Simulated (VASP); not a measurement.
# K3Na (Pm-3m) in VASP: single point with LDA

Aim: the single point of K3Na with LDA.

Everything below comes from runs of VASP 6.6.1. Logs are shortened: lines on timing, memory, paths and dates and some standing lists are left out, and cuts for length are marked.

### 1 The cell of the first run

Symmetry: Pm-3m, No. 221, cubic system. Conventional cell: a = 6.065 Å, b = 6.065 Å, c = 6.065 Å, α = 90.00°, β = 90.00°, γ = 90.00°. K (site symmetry 4/mmm) has 8 K at 4.29 Å and 4 Na at 4.29 Å within 5.6 Å. Na (site symmetry m-3m) has 12 K at 4.29 Å within 5.6 Å.

### 2 Single point, LDA

INCAR reads:

```
ALGO = Normal ; EDIFF = 1E-7
ENCUT = 520 ; ISIF = 2
ISMEAR = -1 ; LASPH = True
LCHARG = False ; LREAL = False
LWAVE = False ; NBANDS = 25
NELM = 80 ; PREC = Accurate
SIGMA = 0.02
```

KPOINTS reads:

```
k-points
0
Gamma
  8 8 8
```

POSCAR reads:

```
K3Na
1.0
    6.0649262254      0.0000000000      0.0000000000
    0.0000000000      6.0649262254      0.0000000000
    0.0000000000      0.0000000000      6.0649262254
K Na
3 1
Direct
    0.0000000000      0.5000000000      0.5000000000
    0.5000000000      0.0000000000      0.5000000000
    0.5000000000      0.5000000000      0.0000000000
    0.0000000000      0.0000000000      0.0000000000
```

Potentials or basis: VASP PAW LDA potentials, release 64 (K_sv, Na_pv).

On the command line:

```
> cat potpaw_LDA.64/K_sv/POTCAR potpaw_LDA.64/Na_pv/POTCAR > POTCAR
> mpirun -np 1 vasp_std > vasp.out
```

OUTCAR:

```text
EDIFF = 1E-7
   ENCUT = 520
   ISIF = 2
   ISMEAR = -1
   LASPH = True
   LREAL = False
   NELM = 80
   PREC = Accurate

 ion  position               nearest neighbor table
   1  0.000  0.500  0.500-
   2  0.500  0.000  0.500-
   3  0.500  0.500  0.000-
   4  0.000  0.000  0.000-

  LATTYP: Found a simple cubic cell.
 ALAT       =     6.0649262254

  Lattice vectors:

 A1 = (   6.0649262254,   0.0000000000,   0.0000000000)
 A2 = (   0.0000000000,   6.0649262254,   0.0000000000)
 A3 = (   0.0000000000,   0.0000000000,   6.0649262254)

Analysis of symmetry for initial positions (statically):
=====================================================================
 Subroutine PRICEL returns:
 Original cell was already a primitive cell.

 Routine SETGRP: Setting up the symmetry group for a
 simple cubic supercell.

 Subroutine GETGRP returns: Found 48 space group operations
 (whereof 48 operations were pure point group operations)
 out of a pool of 48 trial point group operations.

The static configuration has the point symmetry O_h .

Analysis of symmetry for dynamics (positions and initial velocities):
=====================================================================
 Subroutine PRICEL returns:
 Original cell was already a primitive cell.

 Routine SETGRP: Setting up the symmetry group for a
 simple cubic supercell.

 Subroutine GETGRP returns: Found 48 space group operations
 (whereof 48 operations were pure point group operations)
 out of a pool of 48 trial point group operations.

The dynamic configuration has the point symmetry O_h .

 Subroutine INISYM returns: Found 48 space group operations
 (whereof 48 operations are pure point group operations),
 and found     1 'primitive' translations

----------------------------------------------------------------------------------------

                                     Primitive cell

  volume of cell :     223.0882

  direct lattice vectors                    reciprocal lattice vectors
     6.064926225  0.000000000  0.000000000     0.164882467  0.000000000  0.000000000
     0.000000000  6.064926225  0.000000000     0.000000000  0.164882467  0.000000000
     0.000000000  0.000000000  6.064926225     0.000000000  0.000000000  0.164882467

  length of vectors
     6.064926225  6.064926225  6.064926225     0.164882467  0.164882467  0.164882467

  position of ions in fractional coordinates (direct lattice)
     0.000000000  0.500000000  0.500000000
     0.500000000  0.000000000  0.500000000
     0.500000000  0.500000000  0.000000000
     0.000000000  0.000000000  0.000000000

  ion indices of the primitive-cell ions
   primitive index   ion index
                 1           1
                 2           2
                 3           3
                 4           4

----------------------------------------------------------------------------------------

 KPOINTS: k-points

Automatic generation of k-mesh.
 Grid dimensions read from file:
 generate k-points for:    8    8    8

 Generating k-lattice:

  Cartesian coordinates                     Fractional coordinates (reciprocal lattice)
     0.020610308  0.000000000  0.000000000     0.125000000  0.000000000  0.000000000
     0.000000000  0.020610308  0.000000000     0.000000000  0.125000000  0.000000000
     0.000000000  0.000000000  0.020610308     0.000000000  0.000000000  0.125000000

  Length of vectors
     0.020610308  0.020610308  0.020610308

  Shift w.r.t. Gamma in fractional coordinates (k-lattice)
     0.000000000  0.000000000  0.000000000

 Subroutine IBZKPT returns following result:
 ===========================================

 Found     35 irreducible k-points:

 Following reciprocal coordinates:
            Coordinates               Weight
  0.000000  0.000000  0.000000      1.000000
  0.125000  0.000000  0.000000      6.000000
  0.250000  0.000000  0.000000      6.000000
  0.375000  0.000000  0.000000      6.000000
  0.500000  0.000000  0.000000      3.000000
  0.125000  0.125000  0.000000     12.000000
[... 16 lines left out ...]
  0.375000  0.375000  0.125000     24.000000
  0.500000  0.375000  0.125000     24.000000
 [... further k-points ...]
   k-points           NKPTS =     35   k-points in BZ     NKDIM =     35   number of bands    NBANDS=     25
   number of dos      NEDOS =    301   number of ions     NIONS =      4
   total plane-waves  NPLWV = 110592
   dimension x,y,z NGX =    48 NGY =   48 NGZ =   48
   dimension x,y,z NGXF=    96 NGYF=   96 NGZF=   96
   ions per type =               3   1
   NGX,Y,Z   is equivalent  to a cutoff of  13.16, 13.16, 13.16 a.u.
   NGXF,Y,Z  is equivalent  to a cutoff of  26.31, 26.31, 26.31 a.u.
 SYSTEM =  unknown system
   PREC   = accura    normal or accurate (medium, high low for compatibility)
   ISTART =      0    job   : 0-new  1-cont  2-samecut
   ICHARG =      2    charge: 1-file 2-atom 10-const
   ISPIN  =      1    spin polarized calculation?
   LNONCOLLINEAR =      F non collinear calculations
   LSORBIT =      F    spin-orbit coupling
   LASPH  =      T    aspherical Exc in radial PAW
   ENCUT  =  520.0 eV  38.22 Ry    6.18 a.u.  11.28 11.28 11.28*2*pi/ulx,y,z
   NELM   =     80;   NELMIN=  2; NELMDL= -5     # of ELM steps
   EDIFF  = 0.1E-06   stopping-criterion for ELM
   LREAL  =      F    real-space projection
   EDIFFG = 0.1E-05   stopping-criterion for IOM
   NSW    =      0    number of steps for IOM
   IBRION =     -1    ionic relax: 0-MD 1-quasi-New 2-CG
   NFREE  =      0    steps in history (QN), initial steepest desc. (CG)
   ISIF   =      2    stress and relaxation
   ISYM   =      2    0-nonsym 1-usesym 2-fastsym
   POTIM  = 0.5000    time-step for ionic-motion
   TEBEG  =    0.0;   TEEND  =   0.0 temperature during run
   PSTRESS=    0.0 pullay stress
   NELECT =      34.0000    total number of electrons
   NUPDOWN=      -1.0000    fix difference up-down
   EMIN   =  10.00;   EMAX   =-10.00  energy-range for DOS
   EFERMI =   0.00;   METHOD = LEGACY
   ISMEAR =    -1;   SIGMA  =   0.02  broadening in eV -4-tet -1-fermi 0-gaus
   EFERMI_NEDOS =   21; number of points for ismear=-14 and -15
   IALGO  =     38    algorithm
   IMIX   =      4    mixing-type and parameters
     AMIX     =   0.40;   BMIX     =  1.00
     AMIX_MAG =   1.60;   BMIX_MAG =  1.00
  volume/ion in A,a.u.               =      55.77       376.37
  Fermi-wavevector in a.u.,A,eV,Ry     =   0.874465  1.652499 10.404219  0.764689
  Thomas-Fermi vector in A             =   1.993999
   LORBIT       =      0    0 simple, 1 ext, 2 COOP (PROOUT), +10 PAW based schemes
   GGA     = CA    functional components
   LHFCALC =     F    Hartree Fock is set to
   AEXX    =    0.0000 exact exchange contribution
   IVDW    =     0    specifies the selected vdW correction
   LEPSILON=     F    determine dielectric tensor
   LRPA    =     F    only Hartree local field effects (RPA)
 non-spin polarized calculation
  energy-cutoff  :      520.00
  volume of cell :      223.09
 maximum number of plane-waves:      6031
 NGX is ok and might be reduce to    48
   NGX = 23   NGY = 23   NGZ = 23

 number of electron      33.9999995 magnetization

 Free energy of the ion-electron system (eV)
  ---------------------------------------------------
  ext. energy  EPLUGINS =         0.00000000
  ---------------------------------------------------
  free energy    TOTEN  =        -4.89004843 eV

  energy without entropy =       -4.88608084  energy(sigma->0) =       -4.88806463

 E-fermi :   0.0728     XC(G=0):  -6.3982

 val. band max:        0.0462445922   @ k =   0.2500   0.2500   0.0000
 cond. band min:       0.0923586259   @ k =   0.3750   0.3750   0.3750
 fundamental gap:      0.0461140337
 Fermi energy:         0.0727534521

 k-point     1 :       0.0000    0.0000    0.0000
  band No.  band energies     occupation
      1     -31.6174      2.00000
      2     -31.6030      2.00000
      3     -31.6030      2.00000
      4     -24.9878      2.00000
      5     -24.9878      2.00000
      6     -24.9878      2.00000
[... 17 lines left out ...]
     24       2.7058      0.00000
     25       2.7058      0.00000

 k-point     2 :       0.1250    0.0000    0.0000
  band No.  band energies     occupation
      1     -31.6169      2.00000
      2     -31.6035      2.00000
      3     -31.6030      2.00000
      4     -24.9878      2.00000
      5     -24.9878      2.00000
      6     -24.9878      2.00000
[... 17 lines left out ...]
     24       2.6622      0.00000
     25       2.7507      0.00000

 k-point     3 :       0.2500    0.0000    0.0000
  band No.  band energies     occupation
      1     -31.6156      2.00000
      2     -31.6049      2.00000
      3     -31.6030      2.00000
      4     -24.9878      2.00000
      5     -24.9878      2.00000
      6     -24.9878      2.00000
[... 17 lines left out ...]
     24       2.8783      0.00000
     25       2.9467      0.00000

 k-point     4 :       0.3750    0.0000    0.0000
  band No.  band energies     occupation
      1     -31.6138      2.00000
      2     -31.6067      2.00000
      3     -31.6030      2.00000
      4     -24.9878      2.00000
      5     -24.9878      2.00000
      6     -24.9878      2.00000
[... 17 lines left out ...]
     24       3.0544      0.00000
     25       3.4706      0.00000
[... 477 lines left out ...]
 k-point    22 :       0.5000    0.2500    0.1250
  band No.  band energies     occupation
      1     -31.6109      2.00000
      2     -31.6078      2.00000
      3     -31.6047      2.00000
      4     -24.9879      2.00000
      5     -24.9878      2.00000
      6     -24.9878      2.00000
[... 17 lines left out ...]
     24       3.1179      0.00000
     25       3.1301      0.00000

 k-point    23 :       0.3750    0.3750    0.1250
  band No.  band energies     occupation
      1     -31.6106      2.00000
      2     -31.6071      2.00000
      3     -31.6057      2.00000
      4     -24.9878      2.00000
      5     -24.9878      2.00000
      6     -24.9878      2.00000
[... 17 lines left out ...]
     24       3.2053      0.00000
     25       3.4560      0.00000

 k-point    24 :       0.5000    0.3750    0.1250
  band No.  band energies     occupation
      1     -31.6095      2.00000
      2     -31.6078      2.00000
      3     -31.6061      2.00000
      4     -24.9879      2.00000
      5     -24.9878      2.00000
      6     -24.9878      2.00000
[... 17 lines left out ...]
     24       3.3043      0.00000
     25       3.3309      0.00000

 [... further k-points ...]
[... 5 lines left out ...]
  --------------------------------------------------------------------------------------
  -------------------------------------------------------------------------------------
  Total       -0.0510181     -0.0510181     -0.0510181      0.0000000     -0.0000000     -0.0000000
  in kB       -0.3664026     -0.3664026     -0.3664026      0.0000000     -0.0000000     -0.0000000
  external PRESSURE =      -0.3664026 kB  Pullay stress =       0.0000000 kB

 VOLUME and BASIS-vectors are now :
 -----------------------------------------------------------------------------
  energy-cutoff  :      520.00
  volume of cell :      223.09
      direct lattice vectors                 reciprocal lattice vectors
     6.064926225  0.000000000  0.000000000     0.164882467  0.000000000  0.000000000
     0.000000000  6.064926225  0.000000000     0.000000000  0.164882467  0.000000000
     0.000000000  0.000000000  6.064926225     0.000000000  0.000000000  0.164882467

 POSITION                                       TOTAL-FORCE (eV/Angst)
 -----------------------------------------------------------------------------------
      0.00000      3.03246      3.03246         0.000000      0.000000      0.000000
      3.03246      0.00000      3.03246         0.000000      0.000000      0.000000
      3.03246      3.03246      0.00000         0.000000      0.000000      0.000000
      0.00000      0.00000      0.00000         0.000000      0.000000      0.000000
 -----------------------------------------------------------------------------------
    total drift:                                0.000000     -0.000000     -0.000000

  FREE ENERGIE OF THE ION-ELECTRON SYSTEM (eV)
  ---------------------------------------------------
  free  energy   TOTEN  =        -4.8900484302 eV

  energy  without entropy=       -4.8860808387  energy(sigma->0) =       -4.88806463
```

Wall time 71 s (1 thread of Intel Xeon 6975P-C (Granite Rapids), shared host); peak memory 0.35 GiB.

Results:

| Quantity | Value |
| --- | --- |
| Free energy | -4.8900 eV |
| Pressure | 0.0 GPa |
| Band gap on the k mesh | zero (band 17 reaches 0.64 eV, above the bottom of band 18 at -0.29 eV) |
